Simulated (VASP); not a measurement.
# Cs (I4/mmm) in VASP: a series of runs

Runs on Cs. Level: PBE. Tasks: single point.

All numbers are computed with VASP 6.6.1; they aren't measurements. Logs are shortened: lines on timing, memory, paths and dates and some standing lists are left out, and cuts for length are marked.

## Step 1: The cell of the first run

It takes space group I4/mmm (No. 139, tetragonal). The conventional cell has a = 6.116 Å, b = 6.116 Å, c = 6.209 Å, α = 90.00°, β = 90.00°, γ = 90.00°.

## Step 2: Single point, PBE

INCAR reads:

```
SYSTEM = Cs
PREC = Accurate
ENCUT = 520
EDIFF = 1E-7
ISMEAR = 0
SIGMA = 0.1
LREAL = .False.
LASPH = .True.
NELM = 100
ALGO = Fast
ISIF = 2
LWAVE = .False.
LCHARG = .False.
GGA = PE
NBANDS = 16
ISYM = 0
```

KPOINTS reads:

```
regular mesh
0
Gamma
  4 4 11
  0 0 0
```

POSCAR reads:

```
Cs
1.0
    8.6489776400      0.0000000000      0.0000000000
    0.0000000000      8.6489776400      0.0000000000
    0.0000000000      4.3244888200      3.1044590314
Cs
2
Direct
    0.5000000000      0.5000000000      0.0000000000
    0.0000000000      0.0000000000      0.0000000000
```

Potentials or basis: VASP PAW PBE potentials, release 64 (Cs_sv).

Started as:

```bash
$ cat potpaw_PBE.64/Cs_sv/POTCAR > POTCAR
$ mpirun -np 1 vasp_std > vasp.out
```

OUTCAR:

```text
SYSTEM = Cs
   PREC = Accurate
   ENCUT = 520
   EDIFF = 1E-7
   ISMEAR = 0
   LREAL = .False.
   LASPH = .True.
   NELM = 100
   ISIF = 2
   GGA = PE
   ISYM = 0

 ion  position               nearest neighbor table
   1  0.500  0.500  0.000-
   2  0.000  0.000  0.000-

IMPORTANT INFORMATION: All symmetrisations will be switched off!
NOSYMM: (Re-)initialisation of all symmetry stuff for point group C_1.

----------------------------------------------------------------------------------------

                                     Primitive cell

  volume of cell :     232.2285

  direct lattice vectors                    reciprocal lattice vectors
     8.648977640  0.000000000  0.000000000     0.115620602  0.000000000  0.000000000
     0.000000000  8.648977640  0.000000000     0.000000000  0.115620602 -0.161058656
     0.000000000  4.324488820  3.104459031     0.000000000  0.000000000  0.322117313

  length of vectors
     8.648977640  8.648977640  5.323426475     0.115620602  0.198262488  0.322117313

  position of ions in fractional coordinates (direct lattice)
     0.500000000  0.500000000  0.000000000
     0.000000000  0.000000000  0.000000000

  ion indices of the primitive-cell ions
   primitive index   ion index
                 1           1
                 2           2

----------------------------------------------------------------------------------------

 KPOINTS: regular mesh

Automatic generation of k-mesh.
 Grid dimensions read from file:
 generate k-points for:    4    4   11

 Generating k-lattice:

  Cartesian coordinates                     Fractional coordinates (reciprocal lattice)
     0.028905150  0.000000000  0.000000000     0.250000000  0.000000000  0.000000000
     0.000000000  0.028905150 -0.040264664     0.000000000  0.250000000 -0.000000000
     0.000000000  0.000000000  0.029283392     0.000000000  0.000000000  0.090909091

  Length of vectors
     0.028905150  0.049565622  0.029283392

  Shift w.r.t. Gamma in fractional coordinates (k-lattice)
     0.000000000  0.000000000  0.000000000

 -----------------------------------------------------------------------------
|                                                                             |
|           W    W    AA    RRRRR   N    N  II  N    N   GGGG   !!!           |
|           W    W   A  A   R    R  NN   N  II  NN   N  G    G  !!!           |
|           W    W  A    A  R    R  N N  N  II  N N  N  G       !!!           |
|           W WW W  AAAAAA  RRRRR   N  N N  II  N  N N  G  GGG   !            |
|           WW  WW  A    A  R   R   N   NN  II  N   NN  G    G                |
|           W    W  A    A  R    R  N    N  II  N    N   GGGG   !!!           |
|                                                                             |
|     Your reciprocal lattice and k-lattice belong to different lattice       |
|     classes:                                                                |
|                                                                             |
|        The reciprocal lattice is base centered orthorhombic,                |
|        whereas your k-lattice is simple monoclinic.                         |
|                                                                             |
|     Results are often still useful ...                                      |
|                                                                             |
 -----------------------------------------------------------------------------

 WARNING: IBZKPT: internal override: KBLOWUP is changed to .FALSE.
      ... skipping the blow-up phase ...

 Subroutine IBZKPT returns following result:
 ===========================================

 Found     90 irreducible k-points:

 Following reciprocal coordinates:
            Coordinates               Weight
  0.000000  0.000000  0.000000      1.000000
  0.250000  0.000000  0.000000      2.000000
  0.500000  0.000000  0.000000      1.000000
  0.000000  0.250000 -0.000000      2.000000
  0.250000  0.250000 -0.000000      2.000000
  0.500000  0.250000 -0.000000      2.000000
[... 16 lines left out ...]
  0.000000 -0.250000  0.090909      2.000000
  0.250000 -0.250000  0.090909      2.000000
 [... further k-points ...]
   k-points           NKPTS =     90   k-points in BZ     NKDIM =     90   number of bands    NBANDS=     16
   number of dos      NEDOS =    301   number of ions     NIONS =      2
   total plane-waves  NPLWV = 163840
   dimension x,y,z NGX =    64 NGY =   64 NGZ =   40
   dimension x,y,z NGXF=   128 NGYF=  128 NGZF=   80
   ions per type =               2
   NGX,Y,Z   is equivalent  to a cutoff of  12.30, 12.30, 12.49 a.u.
   NGXF,Y,Z  is equivalent  to a cutoff of  24.60, 24.60, 24.98 a.u.
 SYSTEM =  Cs
   PREC   = accura    normal or accurate (medium, high low for compatibility)
   ISTART =      0    job   : 0-new  1-cont  2-samecut
   ICHARG =      2    charge: 1-file 2-atom 10-const
   ISPIN  =      1    spin polarized calculation?
   LNONCOLLINEAR =      F non collinear calculations
   LSORBIT =      F    spin-orbit coupling
   LASPH  =      T    aspherical Exc in radial PAW
   ENCUT  =  520.0 eV  38.22 Ry    6.18 a.u.  16.08 16.08  9.90*2*pi/ulx,y,z
   NELM   =    100;   NELMIN=  2; NELMDL= -5     # of ELM steps
   EDIFF  = 0.1E-06   stopping-criterion for ELM
   LREAL  =      F    real-space projection
   EDIFFG = 0.1E-05   stopping-criterion for IOM
   NSW    =      0    number of steps for IOM
   IBRION =     -1    ionic relax: 0-MD 1-quasi-New 2-CG
   NFREE  =      0    steps in history (QN), initial steepest desc. (CG)
   ISIF   =      2    stress and relaxation
   ISYM   =      0    0-nonsym 1-usesym 2-fastsym
   POTIM  = 0.5000    time-step for ionic-motion
   TEBEG  =    0.0;   TEEND  =   0.0 temperature during run
   PSTRESS=    0.0 pullay stress
   NELECT =      18.0000    total number of electrons
   NUPDOWN=      -1.0000    fix difference up-down
   EMIN   =  10.00;   EMAX   =-10.00  energy-range for DOS
   EFERMI =   0.00;   METHOD = LEGACY
   ISMEAR =     0;   SIGMA  =   0.10  broadening in eV -4-tet -1-fermi 0-gaus
   EFERMI_NEDOS =   21; number of points for ismear=-14 and -15
   IALGO  =     68    algorithm
   IMIX   =      4    mixing-type and parameters
     AMIX     =   0.40;   BMIX     =  1.00
     AMIX_MAG =   1.60;   BMIX_MAG =  1.00
  volume/ion in A,a.u.               =     116.11       783.58
  Fermi-wavevector in a.u.,A,eV,Ry     =   0.698008  1.319044  6.628968  0.487215
  Thomas-Fermi vector in A             =   1.781493
   LORBIT       =      0    0 simple, 1 ext, 2 COOP (PROOUT), +10 PAW based schemes
   GGA     = PE    functional components
   LHFCALC =     F    Hartree Fock is set to
   AEXX    =    0.0000 exact exchange contribution
   IVDW    =     0    specifies the selected vdW correction
   LEPSILON=     F    determine dielectric tensor
   LRPA    =     F    only Hartree local field effects (RPA)
 non-spin polarized calculation
 RMM-DIIS sequential band-by-band and
 Gauss-broadening in eV      SIGMA  =   0.10
  energy-cutoff  :      520.00
  volume of cell :      232.23
 maximum number of plane-waves:      6298
   NGX = 33   NGY = 33   NGZ = 19

 number of electron      18.0000004 magnetization

 Free energy of the ion-electron system (eV)
  ---------------------------------------------------
  ext. energy  EPLUGINS =         0.00000000
  ---------------------------------------------------
  free energy    TOTEN  =        -1.71140135 eV

  energy without entropy =       -1.70168320  energy(sigma->0) =       -1.70654227

 E-fermi :   0.4394     XC(G=0):  -5.3828

 val. band max:        0.4384442458   @ k =   0.0000   0.5000  -0.0000
 cond. band min:       0.4510740983   @ k =   0.2500   0.5000  -0.0000
 fundamental gap:      0.0126298525
 Fermi energy:         0.4393705762

 k-point     1 :       0.0000    0.0000    0.0000
  band No.  band energies     occupation
      1     -23.4336      2.00000
      2     -23.4272      2.00000
      3     -10.3102      2.00000
      4     -10.2232      2.00000
      5     -10.1795      2.00000
      6     -10.1783      2.00000
[... 8 lines left out ...]
     15       2.9578      0.00000
     16       3.6458      0.00000

 k-point     2 :       0.2500    0.0000    0.0000
  band No.  band energies     occupation
      1     -23.4327      2.00000
      2     -23.4282      2.00000
      3     -10.2915      2.00000
      4     -10.2166      2.00000
      5     -10.1980      2.00000
      6     -10.1846      2.00000
[... 8 lines left out ...]
     15       3.0675      0.00000
     16       3.6182      0.00000

 k-point     3 :       0.5000    0.0000    0.0000
  band No.  band energies     occupation
      1     -23.4304      2.00000
      2     -23.4304      2.00000
      3     -10.2454      2.00000
      4     -10.2454      2.00000
      5     -10.2007      2.00000
      6     -10.2007      2.00000
[... 8 lines left out ...]
     15       3.5736      0.00000
     16       3.5889      0.00000

 k-point     4 :       0.0000    0.2500   -0.0000
  band No.  band energies     occupation
      1     -23.4311      2.00000
      2     -23.4266      2.00000
      3     -10.2857      2.00000
      4     -10.2508      2.00000
      5     -10.2305      2.00000
      6     -10.1943      2.00000
[... 8 lines left out ...]
     15       3.4069      0.00000
     16       3.4368      0.00000
[... 324 lines left out ...]
 k-point    22 :      -0.2500    0.5000    0.0909
  band No.  band energies     occupation
      1     -23.4285      2.00000
      2     -23.4263      2.00000
      3     -10.2972      2.00000
      4     -10.2828      2.00000
      5     -10.2400      2.00000
      6     -10.2137      2.00000
[... 8 lines left out ...]
     15       3.1315      0.00000
     16       3.6657      0.00000

 k-point    23 :       0.0000   -0.2500    0.0909
  band No.  band energies     occupation
      1     -23.4286      2.00000
      2     -23.4269      2.00000
      3     -10.2699      2.00000
      4     -10.2619      2.00000
      5     -10.2542      2.00000
      6     -10.2160      2.00000
[... 8 lines left out ...]
     15       3.0937      0.00000
     16       3.3326      0.00000

 k-point    24 :       0.2500   -0.2500    0.0909
  band No.  band energies     occupation
      1     -23.4283      2.00000
      2     -23.4271      2.00000
      3     -10.2900      2.00000
      4     -10.2787      2.00000
      5     -10.2333      2.00000
      6     -10.2157      2.00000
[... 8 lines left out ...]
     15       3.2573      0.00000
     16       3.5512      0.00000

 [... further k-points ...]
[... 5 lines left out ...]
  --------------------------------------------------------------------------------------
  -------------------------------------------------------------------------------------
  Total       -0.0097861      0.0127710     -0.0111052     -0.0000023      0.0001185     -0.0000013
  in kB       -0.0675154      0.0881087     -0.0766165     -0.0000162      0.0008177     -0.0000092
  external PRESSURE =      -0.0186744 kB  Pullay stress =       0.0000000 kB

 VOLUME and BASIS-vectors are now :
 -----------------------------------------------------------------------------
  energy-cutoff  :      520.00
  volume of cell :      232.23
      direct lattice vectors                 reciprocal lattice vectors
     8.648977640  0.000000000  0.000000000     0.115620602  0.000000000  0.000000000
     0.000000000  8.648977640  0.000000000     0.000000000  0.115620602 -0.161058656
     0.000000000  4.324488820  3.104459031     0.000000000  0.000000000  0.322117313

 POSITION                                       TOTAL-FORCE (eV/Angst)
 -----------------------------------------------------------------------------------
      4.32449      4.32449      0.00000        -0.000000      0.000000      0.000001
      0.00000      0.00000      0.00000         0.000000     -0.000000     -0.000001
 -----------------------------------------------------------------------------------
    total drift:                               -0.000000     -0.000000     -0.000000

  FREE ENERGIE OF THE ION-ELECTRON SYSTEM (eV)
  ---------------------------------------------------
  free  energy   TOTEN  =        -1.7114013503 eV

  energy  without entropy=       -1.7016831979  energy(sigma->0) =       -1.70654227
```

Wall time 6.3 min (1 thread of Intel Xeon Platinum 8259CL at 2.50GHz (Skylake/Cascade Lake), shared host); peak memory 0.56 GiB.

What came out:

| Property | Result |
| --- | --- |
| Free energy | -1.7114 eV |
| Pressure | 0.0 GPa |
| Band gap on the k mesh | zero (bands 9 and 10 overlap by 1.82 eV) |

Caveat: spin-orbit coupling is left out, which moves the levels of the heavy elements.

## Step 3: Single point, PBE

INCAR reads:

```
PREC     = Accurate       # precision mode
ENCUT    = 520            # plane-wave cutoff, eV
EDIFF    = 1E-6           # SCF threshold, eV
ISMEAR   = -1             # smearing method
SIGMA    = 0.1            # smearing width, eV
LREAL    = F              # projectors in reciprocal space
LASPH    = T              # aspherical terms in the spheres
NELM     = 80             # most SCF steps
ALGO     = Fast           # electronic algorithm
ISIF     = 2              # what is computed and relaxed
LWAVE    = F              # write WAVECAR
LCHARG   = F              # write CHGCAR
GGA      = PE             # functional
ISYM     = 0            
NBANDS   = 16             # bands
```

KPOINTS reads:

```
regular mesh
0
Gamma
  4 4 11
```

POSCAR is that of step 2.

Potentials or basis: VASP PAW PBE potentials, release 64 (Cs_sv).

Started as:

```bash
$ cat potpaw_PBE.64/Cs_sv/POTCAR > POTCAR
$ mpirun -np 1 vasp_std > vasp.out
```

Wall time 6.4 min (1 thread of Intel Xeon Platinum 8259CL at 2.50GHz (Skylake/Cascade Lake), shared host); peak memory 0.57 GiB.

The run converged. Its results:

```
Free energy            : -1.7433 eV
Pressure               : 0.0 GPa
Band gap on the k mesh : zero (bands 9 and 10 overlap by 1.82 eV)
```

Levels at points of the mesh, in eV from the Fermi level:
| k point | band 6 | band 7 | band 8 | band 9 | band 10 | band 11 | band 12 | band 13 |
| --- | --- | --- | --- | --- | --- | --- | --- | --- |
| (0.00, 0.00, 0.00) | -10.60 | -10.60 | -10.60 | -1.66 | 0.06 | 0.89 | 1.61 | 2.47 |
| (0.50, 0.00, 0.00) | -10.62 | -10.60 | -10.60 | -1.01 | -1.01 | 1.75 | 1.75 | 1.96 |
| (0.00, 0.50, 0.00) | -10.66 | -10.62 | -10.62 | 0.01 | 0.01 | 1.14 | 1.14 | 1.44 |
| (0.50, 0.50, 0.00) | -10.65 | -10.60 | -10.60 | 0.04 | 0.04 | 0.86 | 0.86 | 1.67 |

Caveat: spin-orbit coupling is left out, which moves the levels of the heavy elements.
